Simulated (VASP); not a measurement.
# BaS in VASP: a series of runs

Runs on BaS. Level: PBE. Tasks: relaxation of shape and atoms at fixed volume, single point.

Program: VASP 6.6.1. These are calculated values, not measurements. Logs are shortened: lines on timing, memory, paths and dates and some standing lists are left out, and cuts for length are marked.

## (1) The cell of the first run

It takes space group P-6m2 (No. 187, hexagonal). The conventional cell has a = 4.519 Å, b = 4.519 Å, c = 4.084 Å, α = 90.00°, β = 90.00°, γ = 120.00°. Within 4.6 Å of Ba (site symmetry -6m2) lie 6 S at 3.31 Å and 8 Ba at 4.08 to 4.52 Å. Within 4.6 Å of S (site symmetry -6m2) lie 6 Ba at 3.31 Å and 8 S at 4.08 to 4.52 Å.

## (2) Relaxation of shape and atoms at fixed volume, PBE (36.11 Å³/atom)

File INCAR:

```
SYSTEM = BaS
  ALGO = Normal
  EDIFF = 1E-6
  EDIFFG = -0.01
  ENCUT = 600
  GGA = PE
  IBRION = 2
  ISIF = 4
  ISMEAR = 0
  LASPH = .TRUE.
  LCHARG = .FALSE.
  LREAL = .FALSE.
  LWAVE = .FALSE.
  NELM = 100
  NSW = 60
  PREC = Accurate
  SIGMA = 0.05
```

File KPOINTS:

```
k-points
0
G
  10 10 8
  0 0 0
```

File POSCAR:

```
BaS
1.0
    4.5188155138      0.0000000000      0.0000000000
   -2.2594077569      3.9134090300      0.0000000000
    0.0000000000      0.0000000000      4.0835965785
Ba S
1 1
Direct
    0.0000000000      0.0000000000      0.0000000000
    0.6666666667      0.3333333333      0.5000000000
```

Potentials or basis: VASP PAW PBE potentials, release 64 (Ba_sv, S).

Launch:

```
cat potpaw_PBE.64/Ba_sv/POTCAR potpaw_PBE.64/S/POTCAR > POTCAR
mpirun -np 1 vasp_std > vasp.out
```

OUTCAR:

```text
SYSTEM = BaS
   EDIFF = 1E-6
   EDIFFG = -0.01
   ENCUT = 600
   GGA = PE
   IBRION = 2
   ISIF = 4
   ISMEAR = 0
   LASPH = .TRUE.
   LREAL = .FALSE.
   NELM = 100
   NSW = 60
   PREC = Accurate

 ion  position               nearest neighbor table
   1  0.000  0.000  0.000-   2 3.31   2 3.31   2 3.31   2 3.31   2 3.31   2 3.31
   2  0.667  0.333  0.500-   1 3.31   1 3.31   1 3.31   1 3.31   1 3.31   1 3.31

  LATTYP: Found a hexagonal cell.
 ALAT       =     4.5188155138
 C/A-ratio  =     0.9036873858

  Lattice vectors:

 A1 = (   4.5188155138,   0.0000000000,   0.0000000000)
 A2 = (  -2.2594077569,   3.9134090300,   0.0000000000)
 A3 = (   0.0000000000,   0.0000000000,   4.0835965785)

Analysis of symmetry for initial positions (statically):
=====================================================================
 Subroutine PRICEL returns:
 Original cell was already a primitive cell.

 Routine SETGRP: Setting up the symmetry group for a
 hexagonal supercell.

 Subroutine GETGRP returns: Found 12 space group operations
 (whereof 12 operations were pure point group operations)
 out of a pool of 24 trial point group operations.

The static configuration has the point symmetry D_3h.

Analysis of symmetry for dynamics (positions and initial velocities):
=====================================================================
 Subroutine PRICEL returns:
 Original cell was already a primitive cell.

 Routine SETGRP: Setting up the symmetry group for a
 hexagonal supercell.

 Subroutine GETGRP returns: Found 12 space group operations
 (whereof 12 operations were pure point group operations)
 out of a pool of 24 trial point group operations.

The dynamic configuration has the point symmetry D_3h.

 Subroutine INISYM returns: Found 12 space group operations
 (whereof 12 operations are pure point group operations),
 and found     1 'primitive' translations

----------------------------------------------------------------------------------------

                                     Primitive cell

  volume of cell :      72.2142

  direct lattice vectors                    reciprocal lattice vectors
     4.518815514  0.000000000  0.000000000     0.221296930  0.127765842  0.000000000
    -2.259407757  3.913409030  0.000000000     0.000000000  0.255531684  0.000000000
     0.000000000  0.000000000  4.083596578     0.000000000  0.000000000  0.244882172

  length of vectors
     4.518815514  4.518815514  4.083596578     0.255531684  0.255531684  0.244882172

  position of ions in fractional coordinates (direct lattice)
     0.000000000  0.000000000  0.000000000
     0.666666667  0.333333333  0.500000000

  ion indices of the primitive-cell ions
   primitive index   ion index
                 1           1
                 2           2

----------------------------------------------------------------------------------------

 KPOINTS: k-points

Automatic generation of k-mesh.
 Grid dimensions read from file:
 generate k-points for:   10   10    8

 Generating k-lattice:

  Cartesian coordinates                     Fractional coordinates (reciprocal lattice)
     0.022129693  0.012776584  0.000000000     0.100000000  0.000000000  0.000000000
     0.000000000  0.025553168  0.000000000     0.000000000  0.100000000  0.000000000
     0.000000000  0.000000000  0.030610272     0.000000000  0.000000000  0.125000000

  Length of vectors
     0.025553168  0.025553168  0.030610272

  Shift w.r.t. Gamma in fractional coordinates (k-lattice)
     0.000000000  0.000000000  0.000000000

 Subroutine IBZKPT returns following result:
 ===========================================

 Found     70 irreducible k-points:

 Following reciprocal coordinates:
            Coordinates               Weight
  0.000000  0.000000  0.000000      1.000000
  0.100000  0.000000  0.000000      6.000000
  0.200000  0.000000  0.000000      6.000000
  0.300000  0.000000  0.000000      6.000000
  0.400000  0.000000  0.000000      6.000000
  0.500000  0.000000  0.000000      3.000000
[... 16 lines left out ...]
  0.300000  0.100000  0.125000     24.000000
  0.400000  0.100000  0.125000     24.000000
 [... further k-points ...]
   k-points           NKPTS =     70   k-points in BZ     NKDIM =     70   number of bands    NBANDS=     12
   number of dos      NEDOS =    301   number of ions     NIONS =      2
   total plane-waves  NPLWV =  46656
   dimension x,y,z NGX =    36 NGY =   36 NGZ =   36
   dimension x,y,z NGXF=    72 NGYF=   72 NGZF=   72
   ions per type =               1   1
   NGX,Y,Z   is equivalent  to a cutoff of  13.24, 13.24, 14.66 a.u.
   NGXF,Y,Z  is equivalent  to a cutoff of  26.49, 26.49, 29.31 a.u.
 SYSTEM =  BaS
   PREC   = accura    normal or accurate (medium, high low for compatibility)
   ISTART =      0    job   : 0-new  1-cont  2-samecut
   ICHARG =      2    charge: 1-file 2-atom 10-const
   ISPIN  =      1    spin polarized calculation?
   LNONCOLLINEAR =      F non collinear calculations
   LSORBIT =      F    spin-orbit coupling
   LASPH  =      T    aspherical Exc in radial PAW
   ENCUT  =  600.0 eV  44.10 Ry    6.64 a.u.   9.03  9.03  8.16*2*pi/ulx,y,z
   NELM   =    100;   NELMIN=  2; NELMDL= -5     # of ELM steps
   EDIFF  = 0.1E-05   stopping-criterion for ELM
   LREAL  =      F    real-space projection
   EDIFFG = -.1E-01   stopping-criterion for IOM
   NSW    =     60    number of steps for IOM
   IBRION =      2    ionic relax: 0-MD 1-quasi-New 2-CG
   NFREE  =      1    steps in history (QN), initial steepest desc. (CG)
   ISIF   =      4    stress and relaxation
   ISYM   =      2    0-nonsym 1-usesym 2-fastsym
   POTIM  = 0.5000    time-step for ionic-motion
   TEBEG  =    0.0;   TEEND  =   0.0 temperature during run
   PSTRESS=    0.0 pullay stress
   NELECT =      16.0000    total number of electrons
   NUPDOWN=      -1.0000    fix difference up-down
   EMIN   =  10.00;   EMAX   =-10.00  energy-range for DOS
   EFERMI =   0.00;   METHOD = LEGACY
   ISMEAR =     0;   SIGMA  =   0.05  broadening in eV -4-tet -1-fermi 0-gaus
   EFERMI_NEDOS =   21; number of points for ismear=-14 and -15
   IALGO  =     38    algorithm
   IMIX   =      4    mixing-type and parameters
     AMIX     =   0.40;   BMIX     =  1.00
     AMIX_MAG =   1.60;   BMIX_MAG =  1.00
  volume/ion in A,a.u.               =      36.11       243.66
  Fermi-wavevector in a.u.,A,eV,Ry     =   0.990620  1.872001 13.351788  0.981329
  Thomas-Fermi vector in A             =   2.122304
   LORBIT       =      0    0 simple, 1 ext, 2 COOP (PROOUT), +10 PAW based schemes
   GGA     = PE    functional components
   LHFCALC =     F    Hartree Fock is set to
   AEXX    =    0.0000 exact exchange contribution
   IVDW    =     0    specifies the selected vdW correction
   LEPSILON=     F    determine dielectric tensor
   LRPA    =     F    only Hartree local field effects (RPA)
 conjugate gradient relaxation of ions
 non-spin polarized calculation
 Gauss-broadening in eV      SIGMA  =   0.05
  energy-cutoff  :      600.00
  volume of cell :       72.21
 maximum number of plane-waves:      2431
   NGX = 19   NGY = 19   NGZ = 17

 number of electron      16.0000000 magnetization

 Free energy of the ion-electron system (eV)
  ---------------------------------------------------
  ext. energy  EPLUGINS =         0.00000000
  ---------------------------------------------------
  free energy    TOTEN  =        -9.86886219 eV

  energy without entropy =       -9.86886219  energy(sigma->0) =       -9.86886219

 E-fermi :   1.5967     XC(G=0):  -8.1779

 val. band max:        1.3468902245   @ k =   0.0000   0.0000   0.0000
 cond. band min:       3.4086138192   @ k =   0.0000   0.0000   0.0000
 fundamental gap:      2.0617235947
 Fermi energy:         1.5966731500

 k-point     1 :       0.0000    0.0000    0.0000
  band No.  band energies     occupation
      1     -25.6114      2.00000
      2     -10.6819      2.00000
      3     -10.6819      2.00000
      4     -10.5386      2.00000
      5      -9.1721      2.00000
      6       0.6457      2.00000
      7       0.6457      2.00000
      8       1.3469      2.00000
      9       3.4086      0.00000
     10       4.0698      0.00000
     11       6.5893      0.00000
     12       6.5893      0.00000

 k-point     2 :       0.1000    0.0000    0.0000
  band No.  band energies     occupation
      1     -25.6089      2.00000
      2     -10.7646      2.00000
      3     -10.6906      2.00000
      4     -10.5333      2.00000
      5      -9.0903      2.00000
      6       0.4720      2.00000
      7       0.6748      2.00000
      8       1.2934      2.00000
      9       3.5152      0.00000
     10       4.3932      0.00000
     11       6.3014      0.00000
     12       6.6374      0.00000

 k-point     3 :       0.2000    0.0000    0.0000
  band No.  band energies     occupation
      1     -25.6023      2.00000
      2     -10.9500      2.00000
      3     -10.7131      2.00000
      4     -10.5194      2.00000
      5      -8.9074      2.00000
      6       0.1204      2.00000
      7       0.7483      2.00000
      8       1.1592      2.00000
      9       3.7447      0.00000
     10       5.1634      0.00000
     11       5.8280      0.00000
     12       6.8002      0.00000
[... 286 lines left out ...]
 k-point    23 :       0.3000    0.1000    0.1250
  band No.  band energies     occupation
      1     -25.5836      2.00000
      2     -11.1817      2.00000
      3     -10.7666      2.00000
      4     -10.5932      2.00000
      5      -8.6276      2.00000
      6      -0.2203      2.00000
      7       0.6496      2.00000
      8       0.8219      2.00000
      9       4.1218      0.00000
     10       5.7539      0.00000
     11       6.3151      0.00000
     12       6.7232      0.00000

 k-point    24 :       0.4000    0.1000    0.1250
  band No.  band energies     occupation
      1     -25.5791      2.00000
      2     -11.2584      2.00000
      3     -10.7871      2.00000
      4     -10.5759      2.00000
      5      -8.5695      2.00000
      6      -0.3360      2.00000
      7       0.6805      2.00000
      8       0.7553      2.00000
      9       4.0359      0.00000
     10       6.0494      0.00000
     11       6.5134      0.00000
     12       6.9241      0.00000

 [... further k-points ...]

------------------------ aborting loop because EDIFF is reached ----------------------------------------

  FORCE on cell =-STRESS in cart. coord.  units (eV):
  Direction    XX          YY          ZZ          XY          YZ          ZX
  --------------------------------------------------------------------------------------
  -------------------------------------------------------------------------------------
  Total       -1.1695013     -1.1695013     -1.1643498      0.0000000      0.0000000     -0.0000000
  in kB      -25.9470859    -25.9470859    -25.8327933      0.0000000      0.0000000     -0.0000000
  external PRESSURE =     -25.9089883 kB  Pullay stress =       0.0000000 kB

 VOLUME and BASIS-vectors are now :
 -----------------------------------------------------------------------------
  energy-cutoff  :      600.00
  volume of cell :       72.21
      direct lattice vectors                 reciprocal lattice vectors
     4.518815514  0.000000000  0.000000000     0.221296930  0.127765842  0.000000000
    -2.259407757  3.913409030  0.000000000     0.000000000  0.255531684  0.000000000
     0.000000000  0.000000000  4.083596578     0.000000000  0.000000000  0.244882172

 POSITION                                       TOTAL-FORCE (eV/Angst)
 -----------------------------------------------------------------------------------
      0.00000      0.00000      0.00000        -0.000000      0.000000      0.000000
      2.25941      1.30447      2.04180         0.000000      0.000000      0.000000
 -----------------------------------------------------------------------------------
    total drift:                               -0.000000      0.000000     -0.000000

  FREE ENERGIE OF THE ION-ELECTRON SYSTEM (eV)
  ---------------------------------------------------
  free  energy   TOTEN  =        -9.8688621865 eV

  energy  without entropy=       -9.8688621865  energy(sigma->0) =       -9.86886219

 reached required accuracy - stopping structural energy minimisation
```

Wall time 22 s (1 thread of Intel Xeon 6975P-C (Granite Rapids), shared host); peak memory 0.26 GiB.

What came out:

- Free energy: -9.8689 eV
- Pressure after relaxing: -2.6 GPa
- Band gap on the k mesh: 2.06 eV

Final structure:
```cif
data_structure
_symmetry_space_group_name_H-M 'P 1'
_symmetry_Int_Tables_number 1
_cell_length_a 4.5188
_cell_length_b 4.5188
_cell_length_c 4.0836
_cell_angle_alpha 90.000
_cell_angle_beta 90.000
_cell_angle_gamma 120.000
_cell_volume 72.21
loop_
_atom_site_label
_atom_site_type_symbol
_atom_site_fract_x
_atom_site_fract_y
_atom_site_fract_z
_atom_site_occupancy
Ba1 Ba 0.00000 0.00000 0.00000 1
S1 S 0.66667 0.33333 0.50000 1
```

Caveat: spin-orbit coupling is left out, which moves the levels of the heavy elements. A k mesh can miss the band edges.

## (3) Single point, PBE

This run uses another cell than the first one, of 32.82 Å³/atom.

File INCAR:

```
ALGO = Normal ; EDIFF = 1E-7
ENCUT = 520 ; GGA = PE
ISIF = 2 ; ISMEAR = 0
LASPH = True ; LCHARG = False
LREAL = False ; LWAVE = False
NBANDS = 15 ; NELM = 60
PREC = Accurate ; SIGMA = 0.05
```

File KPOINTS:

```
k-points
0
Gamma
  10 10 8
```

File POSCAR:

```
BaS
1.0
    4.3652937922      0.0000000000      0.0000000000
   -2.1826468961      3.7804553190      0.0189022766
    0.0000000000      0.0198903496      3.9780699241
Ba S
1 1
Direct
    0.0000000000      0.0000000000      0.0000000000
    0.6666666667      0.3333333333      0.5000000000
```

Potentials or basis: VASP PAW PBE potentials, release 64 (Ba_sv, S).

Launch:

```
cat potpaw_PBE.64/Ba_sv/POTCAR potpaw_PBE.64/S/POTCAR > POTCAR
mpirun -np 1 vasp_std > vasp.out
```

Run time: 58 s. Hardware: 1 thread of Intel Xeon 6975P-C (Granite Rapids), shared host; peak memory 0.35 GiB.

Results (log left out):

```
Free energy            : -9.9137 eV
Pressure               : 0.6 GPa
Band gap on the k mesh : 1.97 eV
```

Stress tensor (GPa, compression positive):
```
 0.58  0.00  0.00
 0.00  0.58 -0.15
 0.00 -0.15  0.72
```

Levels at points of the mesh, in eV from the valence-band top:
```
           k point  band 6  band 7  band 8  band 9  band 10  band 11
(0.00, 0.00, 0.00)   -0.80   -0.80    0.00    1.97     3.05     5.53
(0.50, 0.00, 0.00)   -1.99   -0.66   -0.43    2.17     5.31     5.74
(0.00, 0.50, 0.00)   -1.99   -0.66   -0.43    2.17     5.31     5.74
(0.00, 0.00, 0.50)   -2.40   -0.66   -0.66    3.86     3.86     4.76
(0.50, 0.00, 0.50)   -1.64   -1.26   -1.24    3.59     4.90     6.80
(0.00, 0.50, 0.50)   -1.64   -1.26   -1.24    3.59     4.90     6.80
```

Caveat: spin-orbit coupling is left out, which moves the levels of the heavy elements.
